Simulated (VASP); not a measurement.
Set up this calculation in VASP 6.6.1, as the native input.

```
Task                   : single point
Functional             : PBEsol
Potentials or basis    : VASP PAW PBE potentials, release 64 (B, N)
Cutoff                 : 520 eV
k mesh                 : 12 × 12 × 12
Occupations            : gaussian, width 0.01 eV
Spin                   : no spin polarisation
Dipole correction      : no
Further INCAR settings : ALGO = Normal; EDIFF = 1e-06; NBANDS = 11
```

The structure of BN lies in POSCAR:

```
BN
1.0
    2.4942240692      0.0015369401     -0.2228945810
   -1.2384763371      2.1650289381      0.2228556101
   -0.9343152314     -0.9056238774      3.5529684021
B N
1 1
Direct
    0.9908805793      0.9913440608     -0.0063894389
    0.6572684207      0.3245399392      0.9931944389
```

One way to write it, as run:

INCAR

```
PREC     = Accurate       # precision mode
ENCUT    = 520            # plane-wave cutoff, eV
EDIFF    = 1E-6           # SCF threshold, eV
ISMEAR   = 0              # smearing method
SIGMA    = 0.01           # smearing width, eV
LREAL    = F              # projectors in reciprocal space
LASPH    = T              # aspherical terms in the spheres
NELM     = 100            # most SCF steps
ALGO     = Normal         # electronic algorithm
ISIF     = 2              # what is computed and relaxed
LWAVE    = F              # write WAVECAR
LCHARG   = F              # write CHGCAR
GGA      = PS             # functional
NBANDS   = 11             # bands
```

KPOINTS

```
Automatic mesh
0
Gamma
  12 12 12
```

Potentials or basis: VASP PAW PBE potentials, release 64 (B, N).

Launch:

```bash
$ cat potpaw_PBE.64/B/POTCAR potpaw_PBE.64/N/POTCAR > POTCAR
$ mpirun -np 1 vasp_std > vasp.out
```

Results of the run:

- Pressure: 0.3 GPa
- Band gap on the k mesh: 4.24 eV (least direct gap 4.62 eV)

Caveat: the PAW data sets were made with another functional, which shifts forces and pressure a little; this functional lacks dispersion, which binds layers or chains, so the pressure and a relaxed spacing across them are unreliable.

It took 47 s on 1 thread of AMD EPYC 9R45 (Zen 5), with other jobs on the host, peak memory 0.17 GiB.
